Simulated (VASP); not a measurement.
# Pt in VASP: notebook

Aim: see how the results for Pt move with the level of theory and the settings. Levels: LDA, PBEsol, PBE. Tasks: single point.

Program: VASP 6.6.1. These are calculated values, not measurements. Logs are shortened: lines on timing, memory, paths and dates and some standing lists are left out, and cuts for length are marked.

### 1 The cell of the first run

The cell holds a sheet with vacuum, 1 atom: a = 2.523 Å, b = 2.523 Å, c = 23.800 Å, α = 90.00°, β = 90.00°, γ = 90.00°.

### 2 Single point, LDA

Input file INCAR:

```
SYSTEM = Pt
PREC = Accurate
ENCUT = 520
EDIFF = 1E-6
ISMEAR = -1
SIGMA = 0.05
LREAL = .FALSE.
LASPH = .TRUE.
NELM = 100
ALGO = Normal
ISIF = 2
LWAVE = .FALSE.
LCHARG = .FALSE.
LDIPOL = .TRUE.
IDIPOL = 3
DIPOL = 0.5 0.5 0.294
GGA = CA
NBANDS = 11
```

Input file KPOINTS:

```
regular mesh
0
G
  10 10 1
  0 0 0
```

Input file POSCAR:

```
Pt
1.0
    2.5230800000      0.0000000000      0.0000000000
    0.0000000000      2.5230800000      0.0000000000
    0.0000000000      0.0000000000     23.8000000000
Pt
1
Direct
    0.0000000000      0.0000000000      0.2941200000
```

Potentials or basis: VASP PAW LDA potentials, release 64 (Pt).

Launch:

```
> cat potpaw_LDA.64/Pt/POTCAR > POTCAR
> mpirun -np 1 vasp_std > vasp.out
```

OUTCAR:

```text
SYSTEM = Pt
   PREC = Accurate
   ENCUT = 520
   EDIFF = 1E-6
   ISMEAR = -1
   LREAL = .FALSE.
   LASPH = .TRUE.
   NELM = 100
   ISIF = 2
   GGA = CA

 ion  position               nearest neighbor table
   1  0.000  0.000  0.294-

  LATTYP: Found a simple tetragonal cell.
 ALAT       =     2.5230800000
 C/A-ratio  =     9.4329153257

  Lattice vectors:

 A1 = (   2.5230800000,   0.0000000000,   0.0000000000)
 A2 = (   0.0000000000,   2.5230800000,   0.0000000000)
 A3 = (   0.0000000000,   0.0000000000,  23.8000000000)

Analysis of symmetry for initial positions (statically):
=====================================================================
 Subroutine PRICEL returns:
 Original cell was already a primitive cell.

 Routine SETGRP: Setting up the symmetry group for a
 simple tetragonal supercell.

 Subroutine GETGRP returns: Found 16 space group operations
 (whereof  8 operations were pure point group operations)
 out of a pool of 16 trial point group operations.

The static configuration has the point symmetry C_4v.
 The point group associated with its full space group is D_4h.

Analysis of symmetry for dynamics (positions and initial velocities):
=====================================================================
 Subroutine PRICEL returns:
 Original cell was already a primitive cell.

 Routine SETGRP: Setting up the symmetry group for a
 simple tetragonal supercell.

 Subroutine GETGRP returns: Found 16 space group operations
 (whereof  8 operations were pure point group operations)
 out of a pool of 16 trial point group operations.

The dynamic configuration has the point symmetry C_4v.
 The point group associated with its full space group is D_4h.

 Subroutine INISYM returns: Found 16 space group operations
 (whereof  8 operations are pure point group operations),
 and found     1 'primitive' translations

----------------------------------------------------------------------------------------

                                     Primitive cell

  volume of cell :     151.5092

  direct lattice vectors                    reciprocal lattice vectors
     2.523080000  0.000000000  0.000000000     0.396340980  0.000000000  0.000000000
     0.000000000  2.523080000  0.000000000     0.000000000  0.396340980  0.000000000
     0.000000000  0.000000000 23.800000000     0.000000000  0.000000000  0.042016807

  length of vectors
     2.523080000  2.523080000 23.800000000     0.396340980  0.396340980  0.042016807

  position of ions in fractional coordinates (direct lattice)
     0.000000000  0.000000000  0.294120000

  ion indices of the primitive-cell ions
   primitive index   ion index
                 1           1

----------------------------------------------------------------------------------------

 KPOINTS: regular mesh

Automatic generation of k-mesh.
 Grid dimensions read from file:
 generate k-points for:   10   10    1

 Generating k-lattice:

  Cartesian coordinates                     Fractional coordinates (reciprocal lattice)
     0.039634098  0.000000000  0.000000000     0.100000000  0.000000000  0.000000000
     0.000000000  0.039634098  0.000000000     0.000000000  0.100000000  0.000000000
     0.000000000  0.000000000  0.042016807     0.000000000  0.000000000  1.000000000

  Length of vectors
     0.039634098  0.039634098  0.042016807

  Shift w.r.t. Gamma in fractional coordinates (k-lattice)
     0.000000000  0.000000000  0.000000000

 Subroutine IBZKPT returns following result:
 ===========================================

 Found     21 irreducible k-points:

 Following reciprocal coordinates:
            Coordinates               Weight
  0.000000  0.000000  0.000000      1.000000
  0.100000  0.000000  0.000000      4.000000
  0.200000  0.000000  0.000000      4.000000
  0.300000  0.000000  0.000000      4.000000
  0.400000  0.000000  0.000000      4.000000
  0.500000  0.000000  0.000000      2.000000
[... 13 lines left out ...]
  0.500000  0.400000  0.000000      4.000000
  0.500000  0.500000  0.000000      1.000000
   k-points           NKPTS =     21   k-points in BZ     NKDIM =     21   number of bands    NBANDS=     11
   number of dos      NEDOS =    301   number of ions     NIONS =      1
   total plane-waves  NPLWV =  72000
   dimension x,y,z NGX =    20 NGY =   20 NGZ =  180
   dimension x,y,z NGXF=    40 NGYF=   40 NGZF=  360
   ions per type =               1
   NGX,Y,Z   is equivalent  to a cutoff of  13.18, 13.18, 12.57 a.u.
   NGXF,Y,Z  is equivalent  to a cutoff of  26.36, 26.36, 25.15 a.u.
 SYSTEM =  Pt
   PREC   = accura    normal or accurate (medium, high low for compatibility)
   ISTART =      0    job   : 0-new  1-cont  2-samecut
   ICHARG =      2    charge: 1-file 2-atom 10-const
   ISPIN  =      1    spin polarized calculation?
   LNONCOLLINEAR =      F non collinear calculations
   LSORBIT =      F    spin-orbit coupling
   LASPH  =      T    aspherical Exc in radial PAW
   ENCUT  =  520.0 eV  38.22 Ry    6.18 a.u.   4.69  4.69 44.25*2*pi/ulx,y,z
   NELM   =    100;   NELMIN=  2; NELMDL= -5     # of ELM steps
   EDIFF  = 0.1E-05   stopping-criterion for ELM
   LREAL  =      F    real-space projection
   EDIFFG = 0.1E-04   stopping-criterion for IOM
   NSW    =      0    number of steps for IOM
   IBRION =     -1    ionic relax: 0-MD 1-quasi-New 2-CG
   NFREE  =      0    steps in history (QN), initial steepest desc. (CG)
   ISIF   =      2    stress and relaxation
   ISYM   =      2    0-nonsym 1-usesym 2-fastsym
   POTIM  = 0.5000    time-step for ionic-motion
   TEBEG  =    0.0;   TEEND  =   0.0 temperature during run
   PSTRESS=    0.0 pullay stress
   NELECT =      10.0000    total number of electrons
   NUPDOWN=      -1.0000    fix difference up-down
   EMIN   =  10.00;   EMAX   =-10.00  energy-range for DOS
   EFERMI =   0.00;   METHOD = LEGACY
   ISMEAR =    -1;   SIGMA  =   0.05  broadening in eV -4-tet -1-fermi 0-gaus
   EFERMI_NEDOS =   21; number of points for ismear=-14 and -15
   IALGO  =     38    algorithm
   IMIX   =      4    mixing-type and parameters
     AMIX     =   0.40;   BMIX     =  1.00
     AMIX_MAG =   1.60;   BMIX_MAG =  1.00
  volume/ion in A,a.u.               =     151.51      1022.43
  Fermi-wavevector in a.u.,A,eV,Ry     =   0.661599  1.250242  5.955459  0.437714
  Thomas-Fermi vector in A             =   1.734409
   LORBIT       =      0    0 simple, 1 ext, 2 COOP (PROOUT), +10 PAW based schemes
   GGA     = CA    functional components
   LHFCALC =     F    Hartree Fock is set to
   AEXX    =    0.0000 exact exchange contribution
   IVDW    =     0    specifies the selected vdW correction
   LEPSILON=     F    determine dielectric tensor
   LRPA    =     F    only Hartree local field effects (RPA)
 non-spin polarized calculation
  energy-cutoff  :      520.00
  volume of cell :      151.51
 maximum number of plane-waves:      4149
 NGX is ok and might be reduce to    20
   NGX =  9   NGY =  9   NGZ = 89

 number of electron      10.0000003 magnetization

 dipolmoment           0.000000      0.000000     -0.000004 electrons x Angstroem

 Free energy of the ion-electron system (eV)
  ---------------------------------------------------
  ext. energy  EPLUGINS =         0.00000000
  ---------------------------------------------------
  free energy    TOTEN  =        -5.76367232 eV

  energy without entropy =       -5.74611156  energy(sigma->0) =       -5.75489194

 E-fermi :  -4.9163     XC(G=0):  -2.1217

 val. band max:       -4.9633995814   @ k =   0.4000   0.1000   0.0000
 cond. band min:      -4.9152727362   @ k =   0.5000   0.1000   0.0000
 fundamental gap:      0.0481268451
 Fermi energy:        -4.9163056404

 k-point     1 :       0.0000    0.0000    0.0000
  band No.  band energies     occupation
      1     -12.0160      2.00000
      2     -10.7765      2.00000
      3      -7.0893      2.00000
      4      -4.8420      0.36888
      5      -4.8420      0.36888
      6      -3.9157      0.00000
      7      -3.1180      0.00000
      8       1.4165      0.00000
      9       1.8320      0.00000
     10       1.8809      0.00000
     11       2.7613      0.00000

 k-point     2 :       0.1000    0.0000    0.0000
  band No.  band energies     occupation
      1     -11.6849      2.00000
      2     -10.4965      2.00000
      3      -6.9803      2.00000
      4      -5.5964      2.00000
      5      -4.8068      0.20143
      6      -4.2059      0.00000
      7      -2.4051      0.00000
      8       1.6410      0.00000
      9       2.0836      0.00000
     10       2.1132      0.00000
     11       3.0180      0.00000

 k-point     3 :       0.2000    0.0000    0.0000
  band No.  band energies     occupation
      1     -11.1028      2.00000
      2      -9.3364      2.00000
      3      -6.7797      2.00000
      4      -6.6761      2.00000
      5      -4.9023      0.86049
      6      -4.7137      0.03416
      7      -1.2057      0.00000
      8       2.3118      0.00000
      9       2.8105      0.00000
     10       2.8205      0.00000
     11       3.7670      0.00000
[... 225 lines left out ...]
 k-point    20 :       0.5000    0.4000    0.0000
  band No.  band energies     occupation
      1     -10.5344      2.00000
      2      -7.8751      2.00000
      3      -7.5388      2.00000
      4      -5.1018      1.95222
      5      -3.1929      0.00000
      6       2.3773      0.00000
      7       2.4588      0.00000
      8       7.5501      0.00000
      9       7.8066      0.00000
     10       9.5335      0.00000
     11      10.0325      0.00000

 k-point    21 :       0.5000    0.5000    0.0000
  band No.  band energies     occupation
      1     -10.7972      2.00000
      2      -7.7746      2.00000
      3      -7.7746      2.00000
      4      -4.9805      1.56654
      5      -1.9991      0.00000
      6       2.9425      0.00000
      7       2.9425      0.00000
      8       7.7265      0.00000
      9       7.9697      0.00000
     10       8.6814      0.00000
     11      10.1962      0.00000

------------------------ aborting loop because EDIFF is reached ----------------------------------------

 vacuum level on the upper side and lower side of the slab       (xc-potential included)        -0.172        -0.173

  FORCE on cell =-STRESS in cart. coord.  units (eV):
  Direction    XX          YY          ZZ          XY          YZ          ZX
  --------------------------------------------------------------------------------------
  -------------------------------------------------------------------------------------
  Total       -1.5850332     -1.5850332     -0.0125284      0.0000000      0.0000000      0.0000000
  in kB      -16.7613868    -16.7613868     -0.1324849      0.0000000      0.0000000      0.0000000
  external PRESSURE =     -11.2184195 kB  Pullay stress =       0.0000000 kB

 VOLUME and BASIS-vectors are now :
 -----------------------------------------------------------------------------
  energy-cutoff  :      520.00
  volume of cell :      151.51
      direct lattice vectors                 reciprocal lattice vectors
     2.523080000  0.000000000  0.000000000     0.396340980  0.000000000  0.000000000
     0.000000000  2.523080000  0.000000000     0.000000000  0.396340980  0.000000000
     0.000000000  0.000000000 23.800000000     0.000000000  0.000000000  0.042016807

 POSITION                                       TOTAL-FORCE (eV/Angst)
 -----------------------------------------------------------------------------------
      0.00000      0.00000      7.00006         0.000000      0.000000      0.000000
 -----------------------------------------------------------------------------------
    total drift:                               -0.000000      0.000000     -0.000048

  FREE ENERGIE OF THE ION-ELECTRON SYSTEM (eV)
  ---------------------------------------------------
  free  energy   TOTEN  =        -5.7636723164 eV

  energy  without entropy=       -5.7461115568  energy(sigma->0) =       -5.75489194

 vacuum level on the upper side and lower side of the slab         1.593         1.591
```

Wall time 67 s (1 thread of Intel Xeon 8259CL, shared host); peak memory 0.21 GiB.

What came out:

* Free energy: -5.7637 eV
* Band gap on the k mesh: zero (band 5 reaches -2.00 eV, above the bottom of band 6 at -5.70 eV)

Caveat: spin-orbit coupling is left out, which moves the levels of the heavy elements.

### 3 Single point, PBEsol

Input file INCAR:

```
  ALGO = Normal
  DIPOL = 0.5 0.5 0.294
  EDIFF = 1E-6
  ENCUT = 520
  GGA = PS
  IDIPOL = 3
  ISIF = 2
  ISMEAR = -1
  LASPH = T
  LCHARG = F
  LDIPOL = T
  LREAL = F
  LWAVE = F
  NBANDS = 11
  NELM = 100
  PREC = Accurate
  SIGMA = 0.05
```

Input file KPOINTS:

```
k-points
0
Gamma
  10 10 1
```

POSCAR is that of step 2.

Potentials or basis: VASP PAW PBE potentials, release 64 (Pt).

Launch:

```
> cat potpaw_PBE.64/Pt/POTCAR > POTCAR
> mpirun -np 1 vasp_std > vasp.out
```

OUTCAR:

```text
EDIFF = 1E-6
   ENCUT = 520
   GGA = PS
   ISIF = 2
   ISMEAR = -1
   LASPH = T
   LREAL = F
   NELM = 100
   PREC = Accurate

 ion  position               nearest neighbor table
   1  0.000  0.000  0.294-

  LATTYP: Found a simple tetragonal cell.
 ALAT       =     2.5230800000
 C/A-ratio  =     9.4329153257

  Lattice vectors:

 A1 = (   2.5230800000,   0.0000000000,   0.0000000000)
 A2 = (   0.0000000000,   2.5230800000,   0.0000000000)
 A3 = (   0.0000000000,   0.0000000000,  23.8000000000)

[... 474 lines left out ...]

 vacuum level on the upper side and lower side of the slab       (xc-potential included)        -0.213        -0.237

  FORCE on cell =-STRESS in cart. coord.  units (eV):
  Direction    XX          YY          ZZ          XY          YZ          ZX
  --------------------------------------------------------------------------------------
  -------------------------------------------------------------------------------------
  Total       -1.0630331     -1.0630331     -0.0119759      0.0000000      0.0000000      0.0000000
  in kB      -11.2413470    -11.2413470     -0.1266424      0.0000000      0.0000000      0.0000000
  external PRESSURE =      -7.5364455 kB  Pullay stress =       0.0000000 kB

 VOLUME and BASIS-vectors are now :
 -----------------------------------------------------------------------------
  energy-cutoff  :      520.00
  volume of cell :      151.51
      direct lattice vectors                 reciprocal lattice vectors
     2.523080000  0.000000000  0.000000000     0.396340980  0.000000000  0.000000000
     0.000000000  2.523080000  0.000000000     0.000000000  0.396340980  0.000000000
     0.000000000  0.000000000 23.800000000     0.000000000  0.000000000  0.042016807

 POSITION                                       TOTAL-FORCE (eV/Angst)
 -----------------------------------------------------------------------------------
      0.00000      0.00000      7.00006         0.000000      0.000000     -0.000000
 -----------------------------------------------------------------------------------
    total drift:                               -0.000000      0.000000     -0.000078

  FREE ENERGIE OF THE ION-ELECTRON SYSTEM (eV)
  ---------------------------------------------------
  free  energy   TOTEN  =        -5.3492154409 eV

  energy  without entropy=       -5.3320100819  energy(sigma->0) =       -5.34061276

 vacuum level on the upper side and lower side of the slab         1.525         1.520
```

OSZICAR:

```text
N       E                     dE             d eps       ncg     rms          rms(c)
DAV:   1     0.626882676280E+02    0.62688E+02   -0.32608E+03   462   0.628E+02
DAV:   2    -0.320979951583E+01   -0.65898E+02   -0.57497E+02   734   0.109E+02
DAV:   3    -0.571517271750E+01   -0.25054E+01   -0.24520E+01   599   0.285E+01
DAV:   4    -0.573823715725E+01   -0.23064E-01   -0.22948E-01   542   0.269E+00
DAV:   5    -0.573860575548E+01   -0.36860E-03   -0.36825E-03   574   0.373E-01    0.797E+00
DAV:   6    -0.537309520813E+01    0.36551E+00   -0.15865E+00   513   0.802E+00    0.450E+00
DAV:   7    -0.535164268322E+01    0.21453E-01   -0.40110E-02   491   0.121E+00    0.199E+00
DAV:   8    -0.534945147267E+01    0.21912E-02   -0.25420E-03   494   0.367E-01    0.171E-01
DAV:   9    -0.534914434495E+01    0.30713E-03   -0.77498E-04   537   0.171E-01    0.394E-02
DAV:  10    -0.534915303045E+01   -0.86855E-05   -0.26321E-05   504   0.346E-02    0.115E-02
DAV:  11    -0.534917047953E+01   -0.17449E-04   -0.21592E-06   529   0.813E-03    0.555E-03
DAV:  12    -0.534919195698E+01   -0.21477E-04   -0.23428E-06   510   0.724E-03    0.101E-03
DAV:  13    -0.534919930776E+01   -0.73508E-05   -0.32020E-07   548   0.252E-03    0.755E-04
DAV:  14    -0.534921273048E+01   -0.13423E-04   -0.23137E-06   518   0.464E-03    0.582E-04
DAV:  15    -0.534921483558E+01   -0.21051E-05   -0.10246E-07   529   0.120E-03    0.310E-04
DAV:  16    -0.534921544093E+01   -0.60536E-06   -0.57460E-09   499   0.445E-04
   1 F= -.53492154E+01 E0= -.53406128E+01  d E =-.172054E-01
```

Run time: 78 s. Hardware: 1 thread of Intel Xeon 8259CL, shared host; peak memory 0.25 GiB.

Results:

- Free energy: -5.3492 eV
- Band gap on the k mesh: zero (band 5 reaches -1.77 eV, above the bottom of band 6 at -5.49 eV)

Caveat: the PAW data sets were made with another functional, which shifts forces and pressure a little; spin-orbit coupling is left out, which moves the levels of the heavy elements.

### 4 Single point, PBE

Input file INCAR:

```
SYSTEM = Pt
PREC = Accurate
ENCUT = 520
EDIFF = 1E-6
ISMEAR = -1
SIGMA = 0.05
LREAL = .FALSE.
LASPH = .TRUE.
NELM = 80
ALGO = Normal
ISIF = 2
LWAVE = .FALSE.
LCHARG = .FALSE.
LDIPOL = .TRUE.
IDIPOL = 3
DIPOL = 0.5 0.5 0.294
GGA = PE
NBANDS = 11
```

Input file KPOINTS:

```
Automatic mesh
0
G
  10 10 1
  0 0 0
```

POSCAR is that of step 3.

Launch:

```
> cat potpaw_PBE.64/Pt/POTCAR > POTCAR
> mpirun -np 1 vasp_std > vasp.out
```

Run time: 72 s. Hardware: 1 thread of Intel Xeon 8259CL, shared host; peak memory 0.25 GiB.

Results (log left out):

- Free energy: -4.7809 eV
- Band gap on the k mesh: zero (band 5 reaches -1.63 eV, above the bottom of band 6 at -5.35 eV)

Levels at points of the mesh, in eV from the Fermi level:
```tsv
k point	band 1	band 2	band 3	band 4	band 5	band 6	band 7	band 8	band 9	band 10
(0.00, 0.00, 0.00)	-7.05	-5.80	-2.18	0.08	0.08	1.00	1.84	5.97	6.37	6.40
(0.50, 0.00, 0.00)	-5.23	-3.78	-1.49	-0.82	0.45	1.98	6.41	7.52	10.84	11.30
(0.50, 0.50, 0.00)	-5.84	-2.84	-2.84	-0.10	2.94	7.91	7.91	12.66	12.98	13.58
```

Caveat: spin-orbit coupling is left out, which moves the levels of the heavy elements.

### 5 Overview

```csv
level,potentials or basis,gap on the mesh (eV)
LDA,"VASP PAW LDA potentials, release 64 (Pt)",none
PBEsol,"VASP PAW PBE potentials, release 64 (Pt)",none
PBE,"VASP PAW PBE potentials, release 64 (Pt)",none
```

Alike in all rows: task single point; no spin polarisation; cell as given; k mesh 10 × 10 × 1; cutoff (eV) 520; smearing fermi-dirac 0.05 eV.

Caveats: spin-orbit coupling is left out, which moves the levels of the heavy elements; the PAW data sets were made with another functional, which shifts forces and pressure a little (some runs).

Absolute energies hang on the potentials; compare differences alone.
